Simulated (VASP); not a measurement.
Write the native input for VASP 6.6.1 that does the following.

| Item | Value |
| --- | --- |
| Task | single point |
| Functional | PBE |
| Potentials or basis | VASP PAW PBE potentials, release 64 (K_sv, Cl) |
| Cutoff | 520 eV |
| k mesh | 7 × 7 × 7 |
| Occupations | fermi-dirac, width 0.03 eV |
| Spin | no spin polarisation |
| Dipole correction | no |
| Further INCAR settings | ALGO = Normal; EDIFF = 1e-06; NBANDS = 15 |

The structure of KCl lies in POSCAR:

```
KCl
1.0
    0.0000000000      3.1561000000      3.0929780000
    3.1561000000      0.0000000000      3.0929780000
    3.1561000000      3.1561000000      0.0000000000
K Cl
1 1
Direct
    0.0000000000      0.0000000000      0.0000000000
    0.5000000000      0.5000000000      0.5000000000
```

This cell differs from its parent crystal: zz strain of -2 %.

One way to write it, as run:

INCAR

```
PREC     = Accurate       # precision mode
ENCUT    = 520            # plane-wave cutoff, eV
EDIFF    = 1E-6           # SCF threshold, eV
ISMEAR   = -1             # smearing method
SIGMA    = 0.03           # smearing width, eV
LREAL    = False          # projectors in reciprocal space
LASPH    = True           # aspherical terms in the spheres
NELM     = 60             # most SCF steps
ALGO     = Normal         # electronic algorithm
ISIF     = 2              # what is computed and relaxed
LWAVE    = False          # write WAVECAR
LCHARG   = True           # write CHGCAR
GGA      = PE             # functional
LELF     = True           # ELF
LVHAR    = True         
NBANDS   = 15             # bands
```

KPOINTS

```
Automatic mesh
0
Gamma
  7 7 7
```

Potentials or basis: VASP PAW PBE potentials, release 64 (K_sv, Cl).

Command:

```console
$ cat potpaw_PBE.64/K_sv/POTCAR potpaw_PBE.64/Cl/POTCAR > POTCAR
$ mpirun -np 1 vasp_std > vasp.out
```

Results of the run:

```
Pressure               : 1.0 GPa
Band gap on the k mesh : 5.21 eV, direct
```

Caveat: the cell differs from its parent crystal (zz strain of -2 %).

Wall time 21 s on 1 thread of Intel(R) Xeon(R) 6975P-C (Granite Rapids), with other jobs on the host, peak memory 0.21 GiB.
